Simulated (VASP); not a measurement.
# Ge2Sb2Te5 (P-3m1) in VASP: further runs

Ge2Sb2Te5 is run at these levels: PBE; tasks: single point.

All numbers are computed with VASP 6.6.1; they aren't measurements. Logs are shortened: lines on timing, memory, paths and dates and some standing lists are left out, and cuts for length are marked.

**1. The cell of the first run**

It takes space group P-3m1 (No. 164, trigonal). The conventional cell has a = 4.266 Å, b = 4.266 Å, c = 18.027 Å, α = 90.00°, β = 90.00°, γ = 120.00°. Within 3.7 Å of Ge (site symmetry 3m) lie 6 Te at 2.84 to 3.32 Å. Sb (site symmetry 3m) has 6 Te at 3.02 to 3.19 Å within 4.0 Å. Within 4.3 Å of Te (site symmetry -3m) lie 6 Sb at 3.19 Å and 6 Te at 4.27 Å. Within 4.0 Å of Te (site symmetry 3m) lie 3 Sb at 3.02 Å and 3 Ge at 3.32 Å. Within 3.7 Å of Te (site symmetry 3m) lie 3 Ge at 2.84 Å.

**2. Single point, PBE**

Contents of INCAR:

```
PREC = Accurate
ENCUT = 520
EDIFF = 1E-6
ISMEAR = 0
SIGMA = 0.1
LREAL = F
LASPH = T
NELM = 60
ALGO = Normal
ISIF = 2
LWAVE = F
LCHARG = F
GGA = PE
NBANDS = 44
```

Contents of KPOINTS:

```
Automatic mesh
0
Gamma
  12 12 2
```

Contents of POSCAR:

```
Ge2Sb2Te5
1.0
    4.2655814485      0.0000000000      0.0000000000
   -2.1327907242      3.6941018963      0.0000000000
    0.0000000000      0.0000000000     18.0272073006
Ge Sb Te
2 2 5
Direct
    0.0000000000      0.0000000000      0.3325290871
    0.0000000000      0.0000000000      0.6674709129
    0.3333333333      0.6666666667      0.1124181732
    0.6666666667      0.3333333333      0.8875818268
    0.0000000000      0.0000000000      0.0000000000
    0.3333333333      0.6666666667      0.7907418918
    0.6666666667      0.3333333333      0.2092581082
    0.3333333333      0.6666666667      0.4109744342
    0.6666666667      0.3333333333      0.5890255658
```

Potentials or basis: VASP PAW PBE potentials, release 64 (Ge_d, Sb, Te).

On the command line:

```sh
$ cat potpaw_PBE.64/Ge_d/POTCAR potpaw_PBE.64/Sb/POTCAR potpaw_PBE.64/Te/POTCAR > POTCAR
$ mpirun -np 1 vasp_std > vasp.out
```

OUTCAR:

```text
PREC = Accurate
   ENCUT = 520
   EDIFF = 1E-6
   ISMEAR = 0
   LREAL = F
   LASPH = T
   NELM = 60
   ISIF = 2
   GGA = PE

 ion  position               nearest neighbor table
   1  0.000  0.000  0.333-   8 2.84   8 2.84   8 2.84
   2  0.000  0.000  0.667-   9 2.84   9 2.84   9 2.84
   3  0.333  0.667  0.112-   7 3.02   7 3.02   7 3.02   5 3.19   5 3.19   5 3.19
   4  0.667  0.333  0.888-   6 3.02   6 3.02   6 3.02   5 3.19   5 3.19   5 3.19
   5  0.000  0.000  0.000-   3 3.19   4 3.19   3 3.19   4 3.19   4 3.19   3 3.19
   6  0.333  0.667  0.791-   4 3.02   4 3.02   4 3.02
   7  0.667  0.333  0.209-   3 3.02   3 3.02   3 3.02
   8  0.333  0.667  0.411-   1 2.84   1 2.84   1 2.84
   9  0.667  0.333  0.589-   2 2.84   2 2.84   2 2.84

  LATTYP: Found a hexagonal cell.
 ALAT       =     4.2655814485
 C/A-ratio  =     4.2262016370

  Lattice vectors:

 A1 = (   4.2655814485,   0.0000000000,   0.0000000000)
 A2 = (  -2.1327907242,   3.6941018963,   0.0000000000)
 A3 = (   0.0000000000,   0.0000000000,  18.0272073006)

Analysis of symmetry for initial positions (statically):
=====================================================================
 Subroutine PRICEL returns:
 Original cell was already a primitive cell.

 Routine SETGRP: Setting up the symmetry group for a
 hexagonal supercell.

 Subroutine GETGRP returns: Found 12 space group operations
 (whereof 12 operations were pure point group operations)
 out of a pool of 24 trial point group operations.

The static configuration has the point symmetry D_3d.

Analysis of symmetry for dynamics (positions and initial velocities):
=====================================================================
 Subroutine PRICEL returns:
 Original cell was already a primitive cell.

 Routine SETGRP: Setting up the symmetry group for a
 hexagonal supercell.

 Subroutine GETGRP returns: Found 12 space group operations
 (whereof 12 operations were pure point group operations)
 out of a pool of 24 trial point group operations.

The dynamic configuration has the point symmetry D_3d.

 Subroutine INISYM returns: Found 12 space group operations
 (whereof 12 operations are pure point group operations),
 and found     1 'primitive' translations

----------------------------------------------------------------------------------------

                                     Primitive cell

  volume of cell :     284.0636

  direct lattice vectors                    reciprocal lattice vectors
     4.265581448  0.000000000  0.000000000     0.234434628  0.135350896  0.000000000
    -2.132790724  3.694101896  0.000000000     0.000000000  0.270701791  0.000000000
     0.000000000  0.000000000 18.027207301     0.000000000  0.000000000  0.055471709

  length of vectors
     4.265581448  4.265581448 18.027207301     0.270701791  0.270701791  0.055471709

  position of ions in fractional coordinates (direct lattice)
     0.000000000  0.000000000  0.332529087
     0.000000000  0.000000000  0.667470913
     0.333333333  0.666666667  0.112418173
     0.666666667  0.333333333  0.887581827
     0.000000000  0.000000000  0.000000000
     0.333333333  0.666666667  0.790741892
     0.666666667  0.333333333  0.209258108
     0.333333333  0.666666667  0.410974434
     0.666666667  0.333333333  0.589025566

  ion indices of the primitive-cell ions
   primitive index   ion index
                 1           1
                 2           2
                 3           3
                 4           4
                 5           5
                 6           6
                 7           7
                 8           8
                 9           9

----------------------------------------------------------------------------------------

 KPOINTS: Automatic mesh

Automatic generation of k-mesh.
 Grid dimensions read from file:
 generate k-points for:   12   12    2

 Generating k-lattice:

  Cartesian coordinates                     Fractional coordinates (reciprocal lattice)
     0.019536219  0.011279241  0.000000000     0.083333333  0.000000000  0.000000000
     0.000000000  0.022558483  0.000000000     0.000000000  0.083333333  0.000000000
     0.000000000  0.000000000  0.027735855     0.000000000  0.000000000  0.500000000

  Length of vectors
     0.022558483  0.022558483  0.027735855

  Shift w.r.t. Gamma in fractional coordinates (k-lattice)
     0.000000000  0.000000000  0.000000000

 Subroutine IBZKPT returns following result:
 ===========================================

 Found     38 irreducible k-points:

 Following reciprocal coordinates:
            Coordinates               Weight
  0.000000  0.000000  0.000000      1.000000
  0.083333 -0.000000  0.000000      6.000000
  0.166667  0.000000  0.000000      6.000000
  0.250000  0.000000  0.000000      6.000000
  0.333333  0.000000  0.000000      6.000000
  0.416667 -0.000000  0.000000      6.000000
[... 16 lines left out ...]
  0.250000  0.000000  0.500000      6.000000
  0.333333  0.000000  0.500000      6.000000
 [... further k-points ...]
   k-points           NKPTS =     38   k-points in BZ     NKDIM =     38   number of bands    NBANDS=     44
   number of dos      NEDOS =    301   number of ions     NIONS =      9
   total plane-waves  NPLWV = 143360
   dimension x,y,z NGX =    32 NGY =   32 NGZ =  140
   dimension x,y,z NGXF=    64 NGYF=   64 NGZF=  280
   ions per type =               2   2   5
   NGX,Y,Z   is equivalent  to a cutoff of  12.47, 12.47, 12.91 a.u.
   NGXF,Y,Z  is equivalent  to a cutoff of  24.94, 24.94, 25.82 a.u.
 SYSTEM =  unknown system
   PREC   = accura    normal or accurate (medium, high low for compatibility)
   ISTART =      0    job   : 0-new  1-cont  2-samecut
   ICHARG =      2    charge: 1-file 2-atom 10-const
   ISPIN  =      1    spin polarized calculation?
   LNONCOLLINEAR =      F non collinear calculations
   LSORBIT =      F    spin-orbit coupling
   LASPH  =      T    aspherical Exc in radial PAW
   ENCUT  =  520.0 eV  38.22 Ry    6.18 a.u.   7.93  7.93 33.52*2*pi/ulx,y,z
   NELM   =     60;   NELMIN=  2; NELMDL= -5     # of ELM steps
   EDIFF  = 0.1E-05   stopping-criterion for ELM
   LREAL  =      F    real-space projection
   EDIFFG = 0.1E-04   stopping-criterion for IOM
   NSW    =      0    number of steps for IOM
   IBRION =     -1    ionic relax: 0-MD 1-quasi-New 2-CG
   NFREE  =      0    steps in history (QN), initial steepest desc. (CG)
   ISIF   =      2    stress and relaxation
   ISYM   =      2    0-nonsym 1-usesym 2-fastsym
   POTIM  = 0.5000    time-step for ionic-motion
   TEBEG  =    0.0;   TEEND  =   0.0 temperature during run
   PSTRESS=    0.0 pullay stress
   NELECT =      68.0000    total number of electrons
   NUPDOWN=      -1.0000    fix difference up-down
   EMIN   =  10.00;   EMAX   =-10.00  energy-range for DOS
   EFERMI =   0.00;   METHOD = LEGACY
   ISMEAR =     0;   SIGMA  =   0.10  broadening in eV -4-tet -1-fermi 0-gaus
   EFERMI_NEDOS =   21; number of points for ismear=-14 and -15
   IALGO  =     38    algorithm
   IMIX   =      4    mixing-type and parameters
     AMIX     =   0.40;   BMIX     =  1.00
     AMIX_MAG =   1.60;   BMIX_MAG =  1.00
  volume/ion in A,a.u.               =      31.56       213.00
  Fermi-wavevector in a.u.,A,eV,Ry     =   1.016497  1.920900 14.058430  1.033265
  Thomas-Fermi vector in A             =   2.149844
   LORBIT       =      0    0 simple, 1 ext, 2 COOP (PROOUT), +10 PAW based schemes
   GGA     = PE    functional components
   LHFCALC =     F    Hartree Fock is set to
   AEXX    =    0.0000 exact exchange contribution
   IVDW    =     0    specifies the selected vdW correction
   LEPSILON=     F    determine dielectric tensor
   LRPA    =     F    only Hartree local field effects (RPA)
 non-spin polarized calculation
 Gauss-broadening in eV      SIGMA  =   0.10
  energy-cutoff  :      520.00
  volume of cell :      284.06
 maximum number of plane-waves:      7710
 NGX is ok and might be reduce to    32
   NGX = 15   NGY = 15   NGZ = 67

 number of electron      68.0000034 magnetization

 Free energy of the ion-electron system (eV)
  ---------------------------------------------------
  ext. energy  EPLUGINS =         0.00000000
  ---------------------------------------------------
  free energy    TOTEN  =       -33.85186303 eV

  energy without entropy =      -33.84686465  energy(sigma->0) =      -33.84936384

 E-fermi :   5.9418     XC(G=0):  -9.2106

 val. band max:        5.8626745835   @ k =   0.1667   0.0000   0.0000
 cond. band min:       5.9471110223   @ k =   0.0833  -0.0000   0.5000
 fundamental gap:      0.0844364388
 Fermi energy:         5.9418233484

 k-point     1 :       0.0000    0.0000    0.0000
  band No.  band energies     occupation
      1     -18.9427      2.00000
      2     -18.9427      2.00000
      3     -18.9427      2.00000
      4     -18.9427      2.00000
      5     -18.9313      2.00000
      6     -18.9313      2.00000
[... 36 lines left out ...]
     43       7.8102      0.00000
     44       8.0202      0.00000

 k-point     2 :       0.0833   -0.0000    0.0000
  band No.  band energies     occupation
      1     -18.9429      2.00000
      2     -18.9429      2.00000
      3     -18.9426      2.00000
      4     -18.9426      2.00000
      5     -18.9314      2.00000
      6     -18.9314      2.00000
[... 36 lines left out ...]
     43       8.0622      0.00000
     44       8.2332      0.00000

 k-point     3 :       0.1667    0.0000    0.0000
  band No.  band energies     occupation
      1     -18.9432      2.00000
      2     -18.9432      2.00000
      3     -18.9421      2.00000
      4     -18.9421      2.00000
      5     -18.9316      2.00000
      6     -18.9316      2.00000
[... 36 lines left out ...]
     43       8.3344      0.00000
     44       8.5872      0.00000

 k-point     4 :       0.2500    0.0000    0.0000
  band No.  band energies     occupation
      1     -18.9436      2.00000
      2     -18.9436      2.00000
      3     -18.9416      2.00000
      4     -18.9416      2.00000
      5     -18.9319      2.00000
      6     -18.9319      2.00000
[... 882 lines left out ...]
     43       8.2920      0.00000
     44       8.6415      0.00000

 k-point    23 :       0.2500    0.0000    0.5000
  band No.  band energies     occupation
      1     -18.9436      2.00000
      2     -18.9436      2.00000
      3     -18.9416      2.00000
      4     -18.9416      2.00000
      5     -18.9319      2.00000
      6     -18.9319      2.00000
[... 36 lines left out ...]
     43       8.8091      0.00000
     44       8.9004      0.00000

 k-point    24 :       0.3333    0.0000    0.5000
  band No.  band energies     occupation
      1     -18.9441      2.00000
      2     -18.9441      2.00000
      3     -18.9410      2.00000
      4     -18.9410      2.00000
      5     -18.9322      2.00000
      6     -18.9322      2.00000
[... 36 lines left out ...]
     43       8.9270      0.00000
     44       8.9274      0.00000

 [... further k-points ...]
[... 5 lines left out ...]
  --------------------------------------------------------------------------------------
  -------------------------------------------------------------------------------------
  Total       -0.0132722     -0.0132722      0.0450281     -0.0000000      0.0000000      0.0000000
  in kB       -0.0748582     -0.0748582      0.2539677     -0.0000000      0.0000000      0.0000000
  external PRESSURE =       0.0347505 kB  Pullay stress =       0.0000000 kB

 VOLUME and BASIS-vectors are now :
 -----------------------------------------------------------------------------
  energy-cutoff  :      520.00
  volume of cell :      284.06
      direct lattice vectors                 reciprocal lattice vectors
     4.265581448  0.000000000  0.000000000     0.234434628  0.135350896  0.000000000
    -2.132790724  3.694101896  0.000000000     0.000000000  0.270701791  0.000000000
     0.000000000  0.000000000 18.027207301     0.000000000  0.000000000  0.055471709

 POSITION                                       TOTAL-FORCE (eV/Angst)
 -----------------------------------------------------------------------------------
      0.00000      0.00000      5.99457        -0.000000      0.000000     -0.016547
      0.00000      0.00000     12.03264         0.000000     -0.000000      0.016547
     -0.00000      2.46273      2.02659        -0.000000      0.000000     -0.016235
      2.13279      1.23137     16.00062        -0.000000      0.000000      0.016235
      0.00000      0.00000      0.00000        -0.000000      0.000000      0.000000
     -0.00000      2.46273     14.25487        -0.000000      0.000000     -0.011025
      2.13279      1.23137      3.77234         0.000000      0.000000      0.011025
     -0.00000      2.46273      7.40872        -0.000000     -0.000000      0.014807
      2.13279      1.23137     10.61849        -0.000000      0.000000     -0.014807
 -----------------------------------------------------------------------------------
    total drift:                                0.000000      0.000000      0.000000

  FREE ENERGIE OF THE ION-ELECTRON SYSTEM (eV)
  ---------------------------------------------------
  free  energy   TOTEN  =       -33.8518630283 eV

  energy  without entropy=      -33.8468646531  energy(sigma->0) =      -33.84936384
```

Wall time 7 min (1 thread of Intel Xeon Platinum 8375C at 2.90GHz (Ice Lake), shared host); peak memory 0.64 GiB.

Results:

```yaml
Free_energy: -33.8519 eV
Pressure: 0.0 GPa
Largest_force: 0.017 eV/Å
```

Forces in eV/Å, atoms in the order of the input:
```
Ge   0.000  0.000 -0.017
Ge   0.000  0.000  0.017
Sb   0.000  0.000 -0.016
Sb   0.000  0.000  0.016
Te   0.000  0.000  0.000
Te   0.000  0.000 -0.011
Te   0.000  0.000  0.011
Te   0.000  0.000  0.015
Te   0.000  0.000 -0.015
```

Caveat: spin-orbit coupling is left out, which moves the levels of the heavy elements; this functional lacks dispersion, which binds the layers, so the pressure and a relaxed spacing across them are unreliable.

**3. Single point, PBE**

Contents of INCAR:

```
  ALGO = Normal
  EDIFF = 1E-6
  ENCUT = 520
  GGA = PE
  ISIF = 2
  ISMEAR = 0
  LASPH = True
  LCHARG = True
  LELF = True
  LREAL = False
  LVHAR = True
  LWAVE = False
  NBANDS = 44
  NELM = 80
  PREC = Accurate
  SIGMA = 0.01
```

Contents of KPOINTS:

```
k-points
0
Gamma
  12 12 2
```

Contents of POSCAR:

```
Ge2Sb2Te5
1.0
    4.2682975321      0.0000000000      0.0000000000
   -2.1341487660      3.6964540937      0.0000000000
    0.0000000000      0.0000000000     18.0054832178
Ge Sb Te
2 2 5
Direct
    0.0000000000      0.0000000000      0.3324758521
    0.0000000000      0.0000000000      0.6675241479
    0.3333333333      0.6666666667      0.1124286003
    0.6666666667      0.3333333333      0.8875713997
    0.0000000000      0.0000000000      0.0000000000
    0.3333333333      0.6666666667      0.7907980481
    0.6666666667      0.3333333333      0.2092019519
    0.3333333333      0.6666666667      0.4109389422
    0.6666666667      0.3333333333      0.5890610578
```

Potentials or basis: VASP PAW PBE potentials, release 64 (Ge_d, Sb, Te).

On the command line:

```sh
$ cat potpaw_PBE.64/Ge_d/POTCAR potpaw_PBE.64/Sb/POTCAR potpaw_PBE.64/Te/POTCAR > POTCAR
$ mpirun -np 1 vasp_std > vasp.out
```

Run time: 12 min. Hardware: 1 thread of Intel Xeon Platinum 8259CL at 2.50GHz (Skylake/Cascade Lake), shared host; peak memory 0.64 GiB.

Results (log left out):

```yaml
Free_energy: -33.8491 eV
Pressure: 0.0 GPa
Largest_force: 0.023 eV/Å
Band_gap_on_the_k_mesh: 0.04 eV
```

Forces on the atoms (eV/Å):
```
Ge   0.000  0.000 -0.012
Ge   0.000  0.000  0.012
Sb   0.000  0.000 -0.023
Sb   0.000  0.000  0.023
Te   0.000  0.000  0.000
Te   0.000  0.000 -0.012
Te   0.000  0.000  0.012
Te   0.000  0.000  0.016
Te   0.000  0.000 -0.016
```

Levels at points of the mesh, in eV from the valence-band top:
| k point | band 32 | band 33 | band 34 | band 35 | band 36 | band 37 |
| --- | --- | --- | --- | --- | --- | --- |
| (0.00, 0.00, 0.00) | -1.33 | -1.16 | -0.14 | 0.12 | 0.12 | 0.17 |
| (0.50, 0.00, 0.00) | -1.78 | -1.28 | -1.24 | 0.38 | 0.43 | 0.66 |
| (0.00, 0.00, 0.50) | -1.48 | -1.04 | -0.15 | 0.13 | 0.13 | 0.18 |
| (0.50, 0.00, 0.50) | -1.94 | -1.71 | -0.71 | 0.04 | 0.58 | 0.86 |

Caveat: spin-orbit coupling is left out, which moves the levels of the heavy elements; this functional lacks dispersion, which binds the layers, so the pressure and a relaxed spacing across them are unreliable. A k mesh can miss the band edges.
